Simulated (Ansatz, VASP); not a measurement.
Two plane-wave programs on Hf3O5

```
Hf O
1.0
    -4.83012   -4.83012    0.00000
    -4.83012    4.83012    0.00000
     4.83012    0.00000   -6.41943
Hf O
9 15
Cartesian
  -0.0590 0.1241 -3.2642
  -0.0637 0.1265 0.0416
  -4.7243 0.0922 -3.2234
  -4.7225 0.0938 0.0000
  -1.9908 2.8493 -1.6108
  -2.4120 -2.3208 -4.8507
  -2.6543 -2.5868 -1.6109
  -2.4126 2.5059 -4.7898
  -4.7095 2.5412 -1.6113
  -3.7434 -0.7668 -4.8162
  -3.8541 -0.9059 -1.6120
  1.0888 -0.7669 -4.8283
  -3.2901 1.6515 -3.0837
  -3.2883 1.6546 -0.1392
  -3.4691 -3.2524 -3.3285
  -3.4695 -3.2539 0.1056
  -1.1997 3.3219 -3.3985
  -6.0281 -1.5074 0.1762
  -1.3720 -1.5593 -3.0980
  -1.3730 -1.5589 -0.1242
  -0.8764 1.0476 -1.6125
  -1.0356 -3.9066 -4.7351
  -6.0671 0.6110 -1.6116
  -1.0324 0.9241 -4.9067
```

Alike in both runs: functional PBEsol; k mesh 2 × 2 × 2; occupations gaussian, width 0.01 eV; no spin polarisation.

Ansatz relaxed the structure, and its values are those at the end. VASP's run is a single point on that final structure, the one shown.

```csv
,VASP,Ansatz
version,VASP 6.6.1,Ansatz 0.2.0
potentials or method,"VASP PAW PBE potentials, release 64 (Hf_pv, O), cutoff 520 eV","scalar-relativistic, plane waves, PAW"
valence electrons in the cell,180,324
```

|  | VASP | Ansatz | Ansatz less VASP |
| --- | --- | --- | --- |
| gap on the k mesh at the Fermi level (eV) | 0.32 | 0.32 | +0.004 |
| least direct gap on the mesh (eV) | 0.40 | 0.41 | +0.003 |
| rms of the force components (eV/Å) | 0.039 | 0.004 | -0.0350 |

VASP's potentials were made for PBE, not for PBEsol. VASP's potentials hold 180 valence electrons a cell and Ansatz's 324, so a difference there can come from the potentials and not from the codes.

The k mesh is coarse, so the values compare programs but aren't converged. Spin-orbit coupling is off throughout.
